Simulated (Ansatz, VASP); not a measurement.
# Yb2YC: VASP beside Ansatz

```
Yb Y C
1.0
     3.95051    0.00000    0.00000
     0.00000    3.95051    0.00000
     0.00000    0.00000    5.81829
Yb Y C
2 1 1
Direct
  0.00000 0.00000 0.00000
  0.50000 0.50000 0.00000
  0.00000 0.00000 0.50000
  0.50000 0.50000 0.50000
```

Alike in both runs: functional PBE; k mesh 4 × 4 × 4; occupations gaussian, width 0.1 eV; no spin polarisation.

Ansatz relaxed the structure, and its values are those at the end. VASP's run is a single point on that final structure, the one shown.

```csv
,VASP,Ansatz
version,VASP 6.6.1,Ansatz 0.2.0
potentials or method,"VASP PAW PBE potentials, release 64 (Yb, Y_sv, C), cutoff 600 eV","scalar-relativistic, plane waves, PAW"
valence electrons in the cell,63,63
```

|  | VASP | Ansatz | Ansatz less VASP |
| --- | --- | --- | --- |
| gap on the k mesh at the Fermi level (eV) | none | none | - |
| pressure (GPa) | 1.0 | 0.2 | -0.87 |

A gap of «none» marks a metal or a gap that the smearing closes.

The k mesh is coarse, so the values compare programs but aren't converged. Neither program's run includes spin-orbit coupling.
